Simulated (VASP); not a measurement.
# SiC (P6_3mc) in VASP: single point with PBEsol

Aim: the single point of SiC with PBEsol.

Program: VASP 6.6.1. These are calculated values, not measurements. Logs are shortened: lines on timing, memory, paths and dates and some standing lists are left out, and cuts for length are marked.

**1. The cell of the first run**

Symmetry: P6_3mc, No. 186, hexagonal system. The conventional cell has a = 3.076 Å, b = 3.076 Å, c = 10.071 Å, α = 90.00°, β = 90.00°, γ = 120.00°. Within 2.5 Å of Si (site symmetry 3m) lie 4 C at 1.88 to 1.89 Å. Si (site symmetry 3m) has 4 C at 1.88 to 1.89 Å within 2.5 Å. C (site symmetry 3m) has 4 Si at 1.88 to 1.89 Å within 2.5 Å. C (site symmetry 3m) has 4 Si at 1.88 to 1.89 Å within 2.5 Å.

**2. Single point, PBEsol**

File INCAR:

```
PREC = Accurate
ENCUT = 600
EDIFF = 1E-6
ISMEAR = -1
SIGMA = 0.02
LREAL = False
LASPH = True
NELM = 120
ALGO = Normal
ISIF = 2
LWAVE = False
LCHARG = False
GGA = PS
NBANDS = 46
GGA_COMPAT = False
```

File KPOINTS:

```
regular mesh
0
Gamma
  6 6 1
```

File POSCAR:

```
SiC
1.0
    3.0756940000      0.0000000000      0.0000000000
   -3.0756940000      5.3272580000      0.0000000000
    0.0000000000      0.0000000000     10.0706460000
Si C
8 8
Direct
    0.6666666667      0.1666666667      0.9378420000
    0.3333333333      0.3333333333      0.4378420000
    0.0000000000      0.0000000000      0.6878940000
    0.0000000000      0.0000000000      0.1878940000
    0.6666666667      0.6666666667      0.9378420000
    0.3333333333      0.8333333333      0.4378420000
    0.0000000000      0.5000000000      0.6878940000
    0.0000000000      0.5000000000      0.1878940000
    0.6666666667      0.1666666667      0.7498030000
    0.3333333333      0.3333333333      0.2498030000
    0.0000000000      0.0000000000      0.5004600000
    0.0000000000      0.0000000000      0.0004600000
    0.6666666667      0.6666666667      0.7498030000
    0.3333333333      0.8333333333      0.2498030000
    0.0000000000      0.5000000000      0.5004600000
    0.0000000000      0.5000000000      0.0004600000
```

Potentials or basis: VASP PAW PBE potentials, release 64 (Si, C).

Run with:

```sh
$ cat potpaw_PBE.64/Si/POTCAR potpaw_PBE.64/C/POTCAR > POTCAR
$ mpirun -np 1 vasp_std > vasp.out
```

OUTCAR:

```text
PREC = Accurate
   ENCUT = 600
   EDIFF = 1E-6
   ISMEAR = -1
   LREAL = False
   LASPH = True
   NELM = 120
   ISIF = 2
   GGA = PS

 ion  position               nearest neighbor table
   1  0.667  0.167  0.938-  16 1.88  12 1.88  12 1.88   9 1.89   5 3.08   5 3.08   5 3.08   5 3.08
                             7 3.08   3 3.08   3 3.08   8 3.08   4 3.08   4 3.08
   2  0.333  0.333  0.438-  11 1.88  15 1.88  15 1.88  10 1.89   6 3.08   6 3.08   6 3.08   6 3.08
                             4 3.08   8 3.08   8 3.08   3 3.08   7 3.08   7 3.08
   3  0.000  0.000  0.688-  13 1.88   9 1.88   9 1.88  11 1.89   7 3.08   7 3.08   7 3.08   7 3.08
                             5 3.08   1 3.08   1 3.08   2 3.08   6 3.08   6 3.08
   4  0.000  0.000  0.188-  10 1.88  14 1.88  14 1.88  12 1.89   8 3.08   8 3.08   8 3.08   8 3.08
                             2 3.08   6 3.08   6 3.08   5 3.08   1 3.08   1 3.08
   5  0.667  0.667  0.938-  12 1.88  16 1.88  16 1.88  13 1.89   1 3.08   1 3.08   1 3.08   1 3.08
                             3 3.08   7 3.08   7 3.08   4 3.08   8 3.08   8 3.08
   6  0.333  0.833  0.438-  15 1.88  11 1.88  11 1.88  14 1.89   2 3.08   2 3.08   2 3.08   2 3.08
                             8 3.08   4 3.08   4 3.08   7 3.08   3 3.08   3 3.08
   7  0.000  0.500  0.688-   9 1.88  13 1.88  13 1.88  15 1.89   3 3.08   3 3.08   3 3.08   3 3.08
                             1 3.08   5 3.08   5 3.08   6 3.08   2 3.08   2 3.08
   8  0.000  0.500  0.188-  14 1.88  10 1.88  10 1.88  16 1.89   4 3.08   4 3.08   4 3.08   4 3.08
                             6 3.08   2 3.08   2 3.08   1 3.08   5 3.08   5 3.08
   9  0.667  0.167  0.750-   7 1.88   3 1.88   3 1.88   1 1.89
  10  0.333  0.333  0.250-   4 1.88   8 1.88   8 1.88   2 1.89
  11  0.000  0.000  0.500-   2 1.88   6 1.88   6 1.88   3 1.89
  12  0.000  0.000  0.000-   5 1.88   1 1.88   1 1.88   4 1.89
  13  0.667  0.667  0.750-   3 1.88   7 1.88   7 1.88   5 1.89
  14  0.333  0.833  0.250-   8 1.88   4 1.88   4 1.88   6 1.89
  15  0.000  0.500  0.500-   6 1.88   2 1.88   2 1.88   7 1.89
  16  0.000  0.500  0.000-   1 1.88   5 1.88   5 1.88   8 1.89

  LATTYP: Found a simple orthorhombic cell.
 ALAT       =     3.0756940000
 B/A-ratio  =     1.7320507177
 C/A-ratio  =     3.2742678563

  Lattice vectors:

 A1 = (   3.0756940000,   0.0000000000,   0.0000000000)
 A2 = (   0.0000000000,   5.3272580000,   0.0000000000)
 A3 = (   0.0000000000,   0.0000000000,  10.0706460000)

Analysis of symmetry for initial positions (statically):
=====================================================================
 Subroutine PRICEL returns following result:

  LATTYP: Found a hexagonal cell.
 ALAT       =     3.0756940000
 C/A-ratio  =     3.2742678563

  Lattice vectors:

 A1 = (   3.0756940000,   0.0000000000,   0.0000000000)
 A2 = (  -1.5378470000,   2.6636290000,   0.0000000000)
 A3 = (   0.0000000000,   0.0000000000,  10.0706460000)

   2 primitive cells build up your supercell.

 Routine SETGRP: Setting up the symmetry group for a
 simple orthorhombic supercell.

 Subroutine GETGRP returns: Found  4 space group operations
 (whereof  2 operations were pure point group operations)
 out of a pool of  8 trial point group operations.

The static configuration has the point symmetry C_1h.
 The point group associated with its full space group is C_2v.

Analysis of symmetry for dynamics (positions and initial velocities):
=====================================================================
 Subroutine PRICEL returns following result:

  LATTYP: Found a hexagonal cell.
 ALAT       =     3.0756940000
 C/A-ratio  =     3.2742678563

  Lattice vectors:

 A1 = (   3.0756940000,   0.0000000000,   0.0000000000)
 A2 = (  -1.5378470000,   2.6636290000,   0.0000000000)
 A3 = (   0.0000000000,   0.0000000000,  10.0706460000)

   2 primitive cells build up your supercell.

 Routine SETGRP: Setting up the symmetry group for a
 simple orthorhombic supercell.

 Subroutine GETGRP returns: Found  4 space group operations
 (whereof  2 operations were pure point group operations)
 out of a pool of  8 trial point group operations.

The dynamic configuration has the point symmetry C_1h.
 The point group associated with its full space group is C_2v.

 Subroutine INISYM returns: Found  4 space group operations
 (whereof  2 operations are pure point group operations),
 and found     2 'primitive' translations

----------------------------------------------------------------------------------------

                                     Primitive cell

  volume of cell :      82.5038

  direct lattice vectors                    reciprocal lattice vectors
     3.075694000  0.000000000  0.000000000     0.325129873  0.187713830  0.000000000
    -1.537847000  2.663629000  0.000000000     0.000000000  0.375427659  0.000000000
     0.000000000  0.000000000 10.070646000     0.000000000  0.000000000  0.099298496

  length of vectors
     3.075694000  3.075693880 10.070646000     0.375427644  0.375427659  0.099298496

  position of ions in fractional coordinates (direct lattice)
     0.666666667  0.333333333  0.937842000
     0.333333333  0.666666667  0.437842000
     0.000000000  0.000000000  0.687894000
     0.000000000  0.000000000  0.187894000
     0.666666667  0.333333333  0.749803000
     0.333333333  0.666666667  0.249803000
     0.000000000  0.000000000  0.500460000
     0.000000000  0.000000000  0.000460000

  ion indices of the primitive-cell ions
   primitive index   ion index
                 1           1
                 2           2
                 3           3
                 4           4
                 5           9
                 6          10
                 7          11
                 8          12

----------------------------------------------------------------------------------------

 KPOINTS: regular mesh

Automatic generation of k-mesh.
 Grid dimensions read from file:
 generate k-points for:    6    6    1

 Generating k-lattice:

  Cartesian coordinates                     Fractional coordinates (reciprocal lattice)
     0.054188312  0.031285638  0.000000000     0.166666667 -0.000000000  0.000000000
     0.000000000  0.031285638  0.000000000     0.000000000  0.166666667  0.000000000
     0.000000000  0.000000000  0.099298496     0.000000000  0.000000000  1.000000000

  Length of vectors
     0.062571274  0.031285638  0.099298496

  Shift w.r.t. Gamma in fractional coordinates (k-lattice)
     0.000000000  0.000000000  0.000000000

 Subroutine IBZKPT returns following result:
 ===========================================

 Found     16 irreducible k-points:

 Following reciprocal coordinates:
            Coordinates               Weight
  0.000000  0.000000  0.000000      1.000000
  0.166667  0.000000  0.000000      4.000000
  0.333333  0.000000  0.000000      4.000000
  0.500000  0.000000  0.000000      1.000000
  0.000000  0.166667  0.000000      2.000000
  0.166667  0.166667  0.000000      4.000000
[... 8 lines left out ...]
  0.000000  0.500000  0.000000      1.000000
  0.500000  0.500000  0.000000      1.000000
   k-points           NKPTS =     16   k-points in BZ     NKDIM =     16   number of bands    NBANDS=     46
   number of dos      NEDOS =    301   number of ions     NIONS =     16
   total plane-waves  NPLWV = 112000
   dimension x,y,z NGX =    28 NGY =   50 NGZ =   80
   dimension x,y,z NGXF=    56 NGYF=  100 NGZF=  160
   ions per type =               8   8
   NGX,Y,Z   is equivalent  to a cutoff of  15.13, 13.51, 13.21 a.u.
   NGXF,Y,Z  is equivalent  to a cutoff of  30.27, 27.03, 26.41 a.u.
 SYSTEM =  unknown system
   PREC   = accura    normal or accurate (medium, high low for compatibility)
   ISTART =      0    job   : 0-new  1-cont  2-samecut
   ICHARG =      2    charge: 1-file 2-atom 10-const
   ISPIN  =      1    spin polarized calculation?
   LNONCOLLINEAR =      F non collinear calculations
   LSORBIT =      F    spin-orbit coupling
   LASPH  =      T    aspherical Exc in radial PAW
   ENCUT  =  600.0 eV  44.10 Ry    6.64 a.u.   6.14 12.29 20.11*2*pi/ulx,y,z
   NELM   =    120;   NELMIN=  2; NELMDL= -5     # of ELM steps
   EDIFF  = 0.1E-05   stopping-criterion for ELM
   LREAL  =      F    real-space projection
   EDIFFG = 0.1E-04   stopping-criterion for IOM
   NSW    =      0    number of steps for IOM
   IBRION =     -1    ionic relax: 0-MD 1-quasi-New 2-CG
   NFREE  =      0    steps in history (QN), initial steepest desc. (CG)
   ISIF   =      2    stress and relaxation
   ISYM   =      2    0-nonsym 1-usesym 2-fastsym
   POTIM  = 0.5000    time-step for ionic-motion
   TEBEG  =    0.0;   TEEND  =   0.0 temperature during run
   PSTRESS=    0.0 pullay stress
   NELECT =      64.0000    total number of electrons
   NUPDOWN=      -1.0000    fix difference up-down
   EMIN   =  10.00;   EMAX   =-10.00  energy-range for DOS
   EFERMI =   0.00;   METHOD = LEGACY
   ISMEAR =    -1;   SIGMA  =   0.02  broadening in eV -4-tet -1-fermi 0-gaus
   EFERMI_NEDOS =   21; number of points for ismear=-14 and -15
   IALGO  =     38    algorithm
   IMIX   =      4    mixing-type and parameters
     AMIX     =   0.40;   BMIX     =  1.00
     AMIX_MAG =   1.60;   BMIX_MAG =  1.00
  volume/ion in A,a.u.               =      10.31        69.60
  Fermi-wavevector in a.u.,A,eV,Ry     =   1.193897  2.256138 19.393600  1.425389
  Thomas-Fermi vector in A             =   2.329900
   LORBIT       =      0    0 simple, 1 ext, 2 COOP (PROOUT), +10 PAW based schemes
   GGA     = PS    functional components
   LHFCALC =     F    Hartree Fock is set to
   AEXX    =    0.0000 exact exchange contribution
   IVDW    =     0    specifies the selected vdW correction
   LEPSILON=     F    determine dielectric tensor
   LRPA    =     F    only Hartree local field effects (RPA)
 non-spin polarized calculation
  energy-cutoff  :      600.00
  volume of cell :      165.01
 maximum number of plane-waves:      5532
 NGX is ok and might be reduce to    28
   NGX = 13   NGY = 25   NGZ = 41

 number of electron      64.0000003 magnetization

 Free energy of the ion-electron system (eV)
  ---------------------------------------------------
  ext. energy  EPLUGINS =         0.00000000
  ---------------------------------------------------
  free energy    TOTEN  =      -127.28503308 eV

  energy without entropy =     -127.28503308  energy(sigma->0) =     -127.28503308

 E-fermi :   8.5937     XC(G=0): -11.5151

 val. band max:        8.1609474604   @ k =   0.0000   0.0000   0.0000
 cond. band min:      10.2700289002   @ k =   0.0000   0.0000   0.0000
 fundamental gap:      2.1090814398
 Fermi energy:         8.5937400729

 k-point     1 :       0.0000    0.0000    0.0000
  band No.  band energies     occupation
      1      -7.3658      2.00000
      2      -6.1754      2.00000
      3      -6.1486      2.00000
      4      -3.9026      2.00000
      5      -3.7517      2.00000
      6      -3.3758      2.00000
[... 36 lines left out ...]
     43      15.0832      0.00000
     44      15.0834      0.00000

 k-point     2 :       0.1667    0.0000    0.0000
  band No.  band energies     occupation
      1      -6.8830      2.00000
      2      -5.7098      2.00000
      3      -5.6799      2.00000
      4      -4.2516      2.00000
      5      -3.3621      2.00000
      6      -3.3497      2.00000
[... 36 lines left out ...]
     43      15.2691      0.00000
     44      15.5451      0.00000

 k-point     3 :       0.3333    0.0000    0.0000
  band No.  band energies     occupation
      1      -5.4963      2.00000
      2      -4.4080      2.00000
      3      -4.3601      2.00000
      4      -4.2516      2.00000
      5      -3.3620      2.00000
      6      -3.2773      2.00000
[... 600 lines left out ...]
     43      15.8041      0.00000
     44      15.8045      0.00000

 k-point    16 :       0.5000    0.5000    0.0000
  band No.  band energies     occupation
      1      -4.3299      2.00000
      2      -4.3299      2.00000
      3      -3.3923      2.00000
      4      -3.3923      2.00000
      5      -3.3281      2.00000
      6      -3.3281      2.00000
[... 36 lines left out ...]
     43      15.8159      0.00000
     44      15.8159      0.00000
 [bands above 44 left out]

------------------------ aborting loop because EDIFF is reached ----------------------------------------

  FORCE on cell =-STRESS in cart. coord.  units (eV):
  Direction    XX          YY          ZZ          XY          YZ          ZX
  --------------------------------------------------------------------------------------
  -------------------------------------------------------------------------------------
  Total        0.8361318      0.6971057      0.6718323      0.0000000      0.0000000      0.0000000
  in kB        8.1185999      6.7686966      6.5232993      0.0000000      0.0000000      0.0000000
  external PRESSURE =       7.1368653 kB  Pullay stress =       0.0000000 kB

 VOLUME and BASIS-vectors are now :
 -----------------------------------------------------------------------------
  energy-cutoff  :      600.00
  volume of cell :      165.01
      direct lattice vectors                 reciprocal lattice vectors
     3.075694000  0.000000000  0.000000000     0.325129873  0.187713830  0.000000000
    -3.075694000  5.327258000  0.000000000     0.000000000  0.187713830  0.000000000
     0.000000000  0.000000000 10.070646000     0.000000000  0.000000000  0.099298496

 POSITION                                       TOTAL-FORCE (eV/Angst)
 -----------------------------------------------------------------------------------
      1.53785      0.88788      9.44467        -0.000000     -0.002099      0.055892
      0.00000      1.77575      4.40935         0.000000      0.002099      0.055892
      0.00000      0.00000      6.92754         0.000000      0.002286     -0.092005
      0.00000      0.00000      1.89221         0.000000     -0.002286     -0.092005
      0.00000      3.55151      9.44467        -0.000000     -0.002099      0.055892
     -1.53785      4.43938      4.40935         0.000000      0.002099      0.055892
[... 8 lines left out ...]
     -1.53785      2.66363      5.03996        -0.000000     -0.001989      0.059742
     -1.53785      2.66363      0.00463         0.000000      0.001989      0.059742
 -----------------------------------------------------------------------------------
    total drift:                               -0.000000     -0.000000      0.000332

  FREE ENERGIE OF THE ION-ELECTRON SYSTEM (eV)
  ---------------------------------------------------
  free  energy   TOTEN  =      -127.2850330778 eV

  energy  without entropy=     -127.2850330778  energy(sigma->0) =     -127.28503308
```

Wall time 4.4 min (1 thread of Intel Xeon 8259CL, shared host); peak memory 0.37 GiB.

What came out:

```
Free energy            : -127.2850 eV
Pressure               : 0.7 GPa
Largest force          : 0.092 eV/Å
Band gap on the k mesh : 2.11 eV
```

Forces in eV/Å, atoms in the order of the input:
```
Si   0.000 -0.002  0.056
Si   0.000  0.002  0.056
Si   0.000  0.002 -0.092
Si   0.000 -0.002 -0.092
Si   0.000 -0.002  0.056
Si   0.000  0.002  0.056
Si   0.000  0.002 -0.092
Si   0.000 -0.002 -0.092
C    0.000 -0.003 -0.024
C    0.000  0.003 -0.024
C    0.000 -0.002  0.060
C    0.000  0.002  0.060
C    0.000 -0.003 -0.024
C    0.000  0.003 -0.024
C    0.000 -0.002  0.060
C    0.000  0.002  0.060
```

Levels at points of the mesh, in eV from the valence-band top:
```csv
k point,band 28,band 29,band 30,band 31,band 32,band 33,band 34,band 35,band 36,band 37
"(0.00, 0.00, 0.00)",-0.58,-0.58,-0.05,0.00,0.00,2.11,2.24,4.11,4.67,5.06
"(0.50, 0.00, 0.00)",-2.23,-1.60,-1.60,-1.13,-1.13,2.11,2.11,2.24,2.24,4.11
"(0.00, 0.50, 0.00)",-1.64,-0.84,-0.84,-0.55,-0.55,3.68,3.68,4.19,4.19,4.98
"(0.50, 0.50, 0.00)",-2.62,-2.15,-2.15,-1.98,-1.98,3.53,3.53,4.40,4.40,4.73
```

Caveat: the k points lie up to 0.62 Å⁻¹ apart; the PAW data sets were made with another functional, which shifts forces and pressure a little.
